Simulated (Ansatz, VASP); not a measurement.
# AlAs: VASP beside Ansatz

File INCAR:

```
SYSTEM = AlAs
ALGO     = Normal         ! electronic algorithm
EDIFF    = 1E-6           ! SCF threshold, eV
ENCUT    = 500            ! plane-wave cutoff, eV
GGA      = RP             ! functional
GGA_COMPAT= .FALSE.      
ISIF     = 2              ! what is computed and relaxed
ISMEAR   = 0              ! smearing method
IVDW     = 13             ! dispersion correction
LASPH    = .TRUE.         ! aspherical terms in the spheres
LCHARG   = .TRUE.         ! write CHGCAR
LELF     = .TRUE.         ! ELF
LREAL    = .FALSE.        ! projectors in reciprocal space
LVHAR    = .TRUE.       
LWAVE    = .FALSE.        ! write WAVECAR
NBANDS   = 11             ! bands
NELM     = 120            ! most SCF steps
PREC     = Accurate       ! precision mode
SIGMA    = 0.05           ! smearing width, eV
```

File KPOINTS:

```
k-points
0
G
  8 8 8
  0 0 0
```

File POSCAR:

```
AlAs
1.0
    0.0000000000      2.8304000400      2.8304000400
    2.8304000400      0.0000000000      2.8304000400
    2.8304000400      2.8304000400      0.0000000000
Al As
1 1
Direct
    0.0000000000      0.0000000000      0.0000000000
    0.7500000000      0.7500000000      0.7500000000
```

Input for Ansatz:

```yaml
crystal:
  lattice:
    - [0.0, 2.83040004, 2.83040004]
    - [2.83040004, 0.0, 2.83040004]
    - [2.83040004, 2.83040004, 0.0]
  atoms:
    - { symbol: Al, position: [0.0, 0.0, 0.0] }
    - { symbol: As, position: [0.75, 0.75, 0.75] }
basis:
  ecutwfc: 420
  ecutrho_ratio: 4
kpoints:
  mp_grid: { grid: [8, 8, 8] }
hamiltonian:
  xc: rpbe
  dispersion: d4
scf:
  occupations: { method: gaussian, width: 0.05 }
output:
  forces: true
  stress: true
  eigenvalues: true
```

Alike in both runs: task single point; functional RPBE; dispersion D4; k mesh 8 × 8 × 8; occupations gaussian, width 0.05 eV; no spin polarisation.

```csv
,VASP,Ansatz
version,VASP 6.6.1,Ansatz 0.2.0
potentials or method,"VASP PAW PBE potentials, release 64 (Al, As), cutoff 500 eV","scalar-relativistic, plane waves, PAW"
valence electrons in the cell,8,18
```

```tsv
	VASP	Ansatz	Ansatz less VASP
gap on the k mesh at the Fermi level (eV)	1.51	1.52	+0.008
least direct gap on the mesh (eV)	2.19	2.19	-0.007
pressure (GPa)	-1.0	-1.1	-0.08
```

VASP's potentials were made for PBE, not for RPBE. VASP's potentials hold 8 valence electrons a cell and Ansatz's 18, so a difference there can come from the potentials and not from the codes.
